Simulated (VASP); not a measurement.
# ZnSe5 (F-43m) in VASP: further runs

The runs below take ZnSe5 through single point, with PBE.

Everything below comes from runs of VASP 6.6.1. Logs are shortened: lines on timing, memory, paths and dates and some standing lists are left out, and cuts for length are marked.

### 1 The cell of the first run

Symmetry: F-43m, No. 216, cubic system. The conventional cell has a = 8.122 Å, b = 8.122 Å, c = 8.122 Å, α = 90.00°, β = 90.00°, γ = 90.00°. Within 4.4 Å of Zn (site symmetry -43m) lie 16 Se at 3.37 to 3.52 Å. Within 3.8 Å of Se (site symmetry 3m) lie 9 Se at 2.87 to 3.37 Å and 3 Zn at 3.37 Å. Within 4.4 Å of Se (site symmetry -43m) lie 12 Se at 3.37 Å and 4 Zn at 3.52 Å.

The cell was generated, and may not be a known phase.

### 2 Single point, PBE

INCAR

```
SYSTEM = ZnSe5
  PREC = Accurate
  ENCUT = 520
  EDIFF = 1E-6
  ISMEAR = 0
  SIGMA = 0.1
  LREAL = .FALSE.
  LASPH = .TRUE.
  NELM = 60
  ALGO = Normal
  ISIF = 2
  LWAVE = .FALSE.
  LCHARG = .FALSE.
  GGA = PE
  NBANDS = 30
```

KPOINTS

```
Automatic mesh
0
G
  4 4 4
  0 0 0
```

POSCAR

```
ZnSe5
1.0
    0.0000000000      4.0611813175      4.0611813175
    4.0611813175      0.0000000000      4.0611813175
    4.0611813175      4.0611813175      0.0000000000
Zn Se
1 5
Direct
    0.0000000000      0.0000000000      0.0000000000
    0.3749254015      0.3749254015      0.8752237955
    0.3749254015      0.8752237955      0.3749254015
    0.8752237955      0.3749254015      0.3749254015
    0.3749254015      0.3749254015      0.3749254015
    0.7500000000      0.7500000000      0.7500000000
```

Potentials or basis: VASP PAW PBE potentials, release 64 (Zn, Se).

Started as:

```sh
> cat potpaw_PBE.64/Zn/POTCAR potpaw_PBE.64/Se/POTCAR > POTCAR
> mpirun -np 1 vasp_std > vasp.out
```

OUTCAR:

```text
SYSTEM = ZnSe5
   PREC = Accurate
   ENCUT = 520
   EDIFF = 1E-6
   ISMEAR = 0
   LREAL = .FALSE.
   LASPH = .TRUE.
   NELM = 60
   ISIF = 2
   GGA = PE

 ion  position               nearest neighbor table
   1  0.000  0.000  0.000-
   2  0.375  0.375  0.875-
   3  0.375  0.875  0.375-
   4  0.875  0.375  0.375-
   5  0.375  0.375  0.375-
   6  0.750  0.750  0.750-

  LATTYP: Found a face centered cubic cell.
 ALAT       =     8.1223626350

  Lattice vectors:

 A1 = (   0.0000000000,   4.0611813175,   4.0611813175)
 A2 = (   4.0611813175,   0.0000000000,   4.0611813175)
 A3 = (   4.0611813175,   4.0611813175,   0.0000000000)

Analysis of symmetry for initial positions (statically):
=====================================================================
 Subroutine PRICEL returns:
 Original cell was already a primitive cell.

 Routine SETGRP: Setting up the symmetry group for a
 face centered cubic supercell.

 Subroutine GETGRP returns: Found 24 space group operations
 (whereof 24 operations were pure point group operations)
 out of a pool of 48 trial point group operations.

The static configuration has the point symmetry T_d .

Analysis of symmetry for dynamics (positions and initial velocities):
=====================================================================
 Subroutine PRICEL returns:
 Original cell was already a primitive cell.

 Routine SETGRP: Setting up the symmetry group for a
 face centered cubic supercell.

 Subroutine GETGRP returns: Found 24 space group operations
 (whereof 24 operations were pure point group operations)
 out of a pool of 48 trial point group operations.

The dynamic configuration has the point symmetry T_d .

 Subroutine INISYM returns: Found 24 space group operations
 (whereof 24 operations are pure point group operations),
 and found     1 'primitive' translations

----------------------------------------------------------------------------------------

                                     Primitive cell

  volume of cell :     133.9637

  direct lattice vectors                    reciprocal lattice vectors
     0.000000000  4.061181317  4.061181317    -0.123116887  0.123116887  0.123116887
     4.061181317  0.000000000  4.061181317     0.123116887 -0.123116887  0.123116887
     4.061181317  4.061181317  0.000000000     0.123116887  0.123116887 -0.123116887

  length of vectors
     5.743377698  5.743377698  5.743377698     0.213244703  0.213244703  0.213244703

  position of ions in fractional coordinates (direct lattice)
     0.000000000  0.000000000  0.000000000
     0.374925402  0.374925402  0.875223795
     0.374925402  0.875223795  0.374925402
     0.875223795  0.374925402  0.374925402
     0.374925402  0.374925402  0.374925402
     0.750000000  0.750000000  0.750000000

  ion indices of the primitive-cell ions
   primitive index   ion index
                 1           1
                 2           2
                 3           3
                 4           4
                 5           5
                 6           6

----------------------------------------------------------------------------------------

 KPOINTS: Automatic mesh

Automatic generation of k-mesh.
 Grid dimensions read from file:
 generate k-points for:    4    4    4

 Generating k-lattice:

  Cartesian coordinates                     Fractional coordinates (reciprocal lattice)
    -0.030779222  0.030779222  0.030779222     0.250000000  0.000000000  0.000000000
     0.030779222 -0.030779222  0.030779222     0.000000000  0.250000000  0.000000000
     0.030779222  0.030779222 -0.030779222     0.000000000  0.000000000  0.250000000

  Length of vectors
     0.053311176  0.053311176  0.053311176

  Shift w.r.t. Gamma in fractional coordinates (k-lattice)
     0.000000000  0.000000000  0.000000000

 Subroutine IBZKPT returns following result:
 ===========================================

 Found      8 irreducible k-points:

 Following reciprocal coordinates:
            Coordinates               Weight
  0.000000  0.000000  0.000000      1.000000
  0.250000  0.000000  0.000000      8.000000
  0.500000  0.000000  0.000000      4.000000
  0.250000  0.250000  0.000000      6.000000
  0.500000  0.250000  0.000000     24.000000
 -0.250000  0.250000  0.000000     12.000000
  0.500000  0.500000  0.000000      3.000000
 -0.250000  0.500000  0.250000      6.000000
   k-points           NKPTS =      8   k-points in BZ     NKDIM =      8   number of bands    NBANDS=     30
   number of dos      NEDOS =    301   number of ions     NIONS =      6
   total plane-waves  NPLWV = 110592
   dimension x,y,z NGX =    48 NGY =   48 NGZ =   48
   dimension x,y,z NGXF=    96 NGYF=   96 NGZF=   96
   ions per type =               1   5
   NGX,Y,Z   is equivalent  to a cutoff of  13.89, 13.89, 13.89 a.u.
   NGXF,Y,Z  is equivalent  to a cutoff of  27.79, 27.79, 27.79 a.u.
 SYSTEM =  ZnSe5
   PREC   = accura    normal or accurate (medium, high low for compatibility)
   ISTART =      0    job   : 0-new  1-cont  2-samecut
   ICHARG =      2    charge: 1-file 2-atom 10-const
   ISPIN  =      1    spin polarized calculation?
   LNONCOLLINEAR =      F non collinear calculations
   LSORBIT =      F    spin-orbit coupling
   LASPH  =      T    aspherical Exc in radial PAW
   ENCUT  =  520.0 eV  38.22 Ry    6.18 a.u.  10.68 10.68 10.68*2*pi/ulx,y,z
   NELM   =     60;   NELMIN=  2; NELMDL= -5     # of ELM steps
   EDIFF  = 0.1E-05   stopping-criterion for ELM
   LREAL  =      F    real-space projection
   EDIFFG = 0.1E-04   stopping-criterion for IOM
   NSW    =      0    number of steps for IOM
   IBRION =     -1    ionic relax: 0-MD 1-quasi-New 2-CG
   NFREE  =      0    steps in history (QN), initial steepest desc. (CG)
   ISIF   =      2    stress and relaxation
   ISYM   =      2    0-nonsym 1-usesym 2-fastsym
   POTIM  = 0.5000    time-step for ionic-motion
   TEBEG  =    0.0;   TEEND  =   0.0 temperature during run
   PSTRESS=    0.0 pullay stress
   NELECT =      42.0000    total number of electrons
   NUPDOWN=      -1.0000    fix difference up-down
   EMIN   =  10.00;   EMAX   =-10.00  energy-range for DOS
   EFERMI =   0.00;   METHOD = LEGACY
   ISMEAR =     0;   SIGMA  =   0.10  broadening in eV -4-tet -1-fermi 0-gaus
   EFERMI_NEDOS =   21; number of points for ismear=-14 and -15
   IALGO  =     38    algorithm
   IMIX   =      4    mixing-type and parameters
     AMIX     =   0.40;   BMIX     =  1.00
     AMIX_MAG =   1.60;   BMIX_MAG =  1.00
  volume/ion in A,a.u.               =      22.33       150.67
  Fermi-wavevector in a.u.,A,eV,Ry     =   1.112147  2.101653 16.828653  1.236871
  Thomas-Fermi vector in A             =   2.248718
   LORBIT       =      0    0 simple, 1 ext, 2 COOP (PROOUT), +10 PAW based schemes
   GGA     = PE    functional components
   LHFCALC =     F    Hartree Fock is set to
   AEXX    =    0.0000 exact exchange contribution
   IVDW    =     0    specifies the selected vdW correction
   LEPSILON=     F    determine dielectric tensor
   LRPA    =     F    only Hartree local field effects (RPA)
 non-spin polarized calculation
 Gauss-broadening in eV      SIGMA  =   0.10
  energy-cutoff  :      520.00
  volume of cell :      133.96
 maximum number of plane-waves:      3695
 NGX is ok and might be reduce to    48
   NGX = 21   NGY = 21   NGZ = 21

 number of electron      41.9999998 magnetization

 Free energy of the ion-electron system (eV)
  ---------------------------------------------------
  ext. energy  EPLUGINS =         0.00000000
  ---------------------------------------------------
  free energy    TOTEN  =       -14.16677281 eV

  energy without entropy =      -14.11477802  energy(sigma->0) =      -14.14077542

 E-fermi :   3.9888     XC(G=0): -10.0180

 val. band max:        3.9384567113   @ k =   0.5000   0.0000   0.0000
 cond. band min:       4.0082405492   @ k =   0.5000   0.2500   0.0000
 fundamental gap:      0.0697838379
 Fermi energy:         3.9887546598

 k-point     1 :       0.0000    0.0000    0.0000
  band No.  band energies     occupation
      1     -11.9193      2.00000
      2      -8.2774      2.00000
      3      -8.2774      2.00000
      4      -8.2774      2.00000
      5      -7.7151      2.00000
      6      -3.7537      2.00000
[... 22 lines left out ...]
     29       9.1572      0.00000
     30      10.7756      0.00000

 k-point     2 :       0.2500    0.0000    0.0000
  band No.  band energies     occupation
      1     -11.6524      2.00000
      2      -9.0461      2.00000
      3      -8.3190      2.00000
      4      -8.3190      2.00000
      5      -7.7567      2.00000
      6      -2.9964      2.00000
[... 22 lines left out ...]
     29       8.9995      0.00000
     30      11.5331      0.00000

 k-point     3 :       0.5000    0.0000    0.0000
  band No.  band energies     occupation
      1     -11.2150      2.00000
      2      -9.8661      2.00000
      3      -8.3591      2.00000
      4      -8.3591      2.00000
      5      -7.7945      2.00000
      6      -2.6623      2.00000
[... 22 lines left out ...]
     29       8.9937      0.00000
     30      10.8394      0.00000

 k-point     4 :       0.2500    0.2500    0.0000
  band No.  band energies     occupation
      1     -11.5516      2.00000
      2      -9.1631      2.00000
      3      -8.3748      2.00000
      4      -8.3748      2.00000
      5      -7.8550      2.00000
      6      -2.6841      2.00000
[... 22 lines left out ...]
     29       8.6904      0.00000
     30      12.0752      0.00000

 k-point     5 :       0.5000    0.2500    0.0000
  band No.  band energies     occupation
      1     -11.0421      2.00000
      2      -9.9655      2.00000
      3      -8.6294      2.00000
      4      -8.4139      2.00000
      5      -7.7611      2.00000
      6      -2.6071      2.00000
[... 22 lines left out ...]
     29       8.9558      0.00000
     30      11.4337      0.00000

 k-point     6 :      -0.2500    0.2500    0.0000
  band No.  band energies     occupation
      1     -11.2531      2.00000
      2      -9.6780      2.00000
      3      -8.6423      2.00000
      4      -8.3598      2.00000
      5      -7.6934      2.00000
      6      -2.6311      2.00000
[... 22 lines left out ...]
     29       9.1894      0.00000
     30      11.6909      0.00000

 k-point     7 :       0.5000    0.5000    0.0000
  band No.  band energies     occupation
      1     -10.5588      2.00000
      2     -10.5108      2.00000
      3      -8.4664      2.00000
      4      -8.4664      2.00000
      5      -8.0206      2.00000
      6      -2.6013      2.00000
[... 22 lines left out ...]
     29       8.3070      0.00000
     30      12.4604      0.00000

 k-point     8 :      -0.2500    0.5000    0.2500
  band No.  band energies     occupation
      1     -10.5294      2.00000
      2     -10.5053      2.00000
      3      -8.7545      2.00000
      4      -8.4851      2.00000
      5      -7.7049      2.00000
      6      -2.5915      2.00000
[... 22 lines left out ...]
     29       9.3989      0.00000
     30      11.8553      0.00000

------------------------ aborting loop because EDIFF is reached ----------------------------------------

  FORCE on cell =-STRESS in cart. coord.  units (eV):
  Direction    XX          YY          ZZ          XY          YZ          ZX
  --------------------------------------------------------------------------------------
  -------------------------------------------------------------------------------------
  Total       -0.2422861     -0.2422861     -0.2422861      0.0000000     -0.0000000     -0.0000000
  in kB       -2.8976907     -2.8976907     -2.8976907      0.0000000     -0.0000000     -0.0000000
  external PRESSURE =      -2.8976907 kB  Pullay stress =       0.0000000 kB

 VOLUME and BASIS-vectors are now :
 -----------------------------------------------------------------------------
  energy-cutoff  :      520.00
  volume of cell :      133.96
      direct lattice vectors                 reciprocal lattice vectors
     0.000000000  4.061181317  4.061181317    -0.123116887  0.123116887  0.123116887
     4.061181317  0.000000000  4.061181317     0.123116887 -0.123116887  0.123116887
     4.061181317  4.061181317  0.000000000     0.123116887  0.123116887 -0.123116887

 POSITION                                       TOTAL-FORCE (eV/Angst)
 -----------------------------------------------------------------------------------
      0.00000      0.00000      0.00000        -0.000000      0.000000     -0.000000
      5.07708      5.07708      3.04528         0.012286      0.012286     -0.012286
      5.07708      3.04528      5.07708         0.012286     -0.012286      0.012286
      3.04528      5.07708      5.07708        -0.012286      0.012286      0.012286
      3.04528      3.04528      3.04528        -0.012286     -0.012286     -0.012286
      6.09177      6.09177      6.09177         0.000000      0.000000     -0.000000
 -----------------------------------------------------------------------------------
    total drift:                                0.000000      0.000000      0.000000

  FREE ENERGIE OF THE ION-ELECTRON SYSTEM (eV)
  ---------------------------------------------------
  free  energy   TOTEN  =       -14.1667728141 eV

  energy  without entropy=      -14.1147780215  energy(sigma->0) =      -14.14077542
```

Run time: 65 s. Hardware: 1 thread of Intel Xeon 8259CL, shared host; peak memory 0.31 GiB.

Results:

```yaml
Free_energy: -14.1668 eV
Pressure: -0.3 GPa
Largest_force: 0.021 eV/Å
Band_gap_on_the_k_mesh: zero (bands 21 and 22 overlap by 1.25 eV)
```

Forces in eV/Å, atoms in the order of the input:
```
Zn   0.000  0.000  0.000
Se   0.012  0.012 -0.012
Se   0.012 -0.012  0.012
Se  -0.012  0.012  0.012
Se  -0.012 -0.012 -0.012
Se   0.000  0.000  0.000
```

Levels at points of the mesh, in eV from the Fermi level:
| k point | band 19 | band 20 | band 21 | band 22 | band 23 | band 24 |
| --- | --- | --- | --- | --- | --- | --- |
| (0.00, 0.00, 0.00) | -1.49 | -1.49 | 1.27 | 1.27 | 1.27 | 2.14 |
| (0.50, 0.00, 0.00) | -2.13 | -1.22 | -0.05 | 0.16 | 0.16 | 1.32 |
| (0.50, 0.50, 0.00) | -1.89 | -1.76 | -0.55 | 0.05 | 0.05 | 0.27 |

### 3 Single point, PBE

This run uses another cell than the first one, of 25.25 Å³/atom.

INCAR

```
PREC     = Accurate       # precision mode
ENCUT    = 520            # plane-wave cutoff, eV
EDIFF    = 1E-7           # SCF threshold, eV
ISMEAR   = 0              # smearing method
SIGMA    = 0.1            # smearing width, eV
LREAL    = False          # projectors in reciprocal space
LASPH    = True           # aspherical terms in the spheres
NELM     = 60             # most SCF steps
ALGO     = Normal         # electronic algorithm
ISIF     = 2              # what is computed and relaxed
LWAVE    = False          # write WAVECAR
LCHARG   = False          # write CHGCAR
GGA      = PE             # functional
NBANDS   = 30             # bands
```

KPOINTS

```
Automatic mesh
0
Gamma
  4 4 4
```

POSCAR

```
ZnSe5
1.0
    0.0000000000      4.2311167000      4.2311167000
    4.2311167000      0.0000000000      4.2311167000
    4.2311167000      4.2311167000      0.0000000000
Zn Se
1 5
Direct
    0.0000000000      0.0000000000      0.0000000000
    0.3750000000      0.3750000000      0.8750000000
    0.3750000000      0.8750000000      0.3750000000
    0.8750000000      0.3750000000      0.3750000000
    0.3750000000      0.3750000000      0.3750000000
    0.7500000000      0.7500000000      0.7500000000
```

Potentials or basis: VASP PAW PBE potentials, release 64 (Zn, Se).

Started as:

```sh
> cat potpaw_PBE.64/Zn/POTCAR potpaw_PBE.64/Se/POTCAR > POTCAR
> mpirun -np 1 vasp_std > vasp.out
```

It took 93 s on 1 thread of Intel Xeon 8259CL, shared host; peak memory 0.32 GiB.

It converged, with:

| Property | Result |
| --- | --- |
| Free energy | -13.8430 eV |
| Pressure | -5.0 GPa |
| Band gap on the k mesh | zero (bands 21 and 22 overlap by 1.03 eV) |

Levels at points of the mesh, in eV from the Fermi level:
```tsv
k point	band 17	band 18	band 19	band 20	band 21	band 22	band 23	band 24	band 25	band 26
(0.00, 0.00, 0.00)	-1.68	-1.14	-1.14	-1.14	1.03	1.03	1.03	1.89	1.89	1.89
(0.50, 0.00, 0.00)	-2.09	-1.76	-1.76	-1.08	-0.05	0.13	0.13	1.07	1.91	1.91
(0.50, 0.50, 0.00)	-1.80	-1.80	-1.55	-1.48	-0.42	0.05	0.05	0.17	1.69	1.69
```

Caveat: the cell stands under tension.

The gap in the log of VASP goes by the Fermi energy; the results here count the filled bands.